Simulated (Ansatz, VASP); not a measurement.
Co: VASP beside Ansatz

```
Co
1.0
     2.45839    0.00000    0.00000
    -1.22920    2.12903    0.00000
     0.00000    0.00000    3.96069
Co
2
Cartesian
  0.0000 1.4194 0.9902
  1.2292 0.7097 2.9705
```

Alike in both runs: task single point; functional PBE; k mesh 15 × 15 × 8; occupations fermi-dirac, width 1 eV; no spin polarisation.

```csv
,VASP,Ansatz
version,VASP 6.6.1,Ansatz 0.2.0
potentials or method,"VASP PAW PBE potentials, release 64 (Co), cutoff 600 eV","plane waves (420 eV) with PAW, scalar-relativistic"
valence electrons in the cell,18,34
```

VASP gave:

```
pressure (GPa)                                                : 32.0
traceless stress, the component that is largest in VASP (GPa) : 2.52
```

Task: Estimate Ansatz's values.

Result: Pressure (GPa): 32.7; traceless stress, the component that is largest in VASP (GPa): 2.59.

Both programs put the cell under a high pressure, so it lies far from rest at this level. VASP's potentials hold 18 valence electrons a cell and Ansatz's 34, so a difference there can come from the potentials and not from the codes.
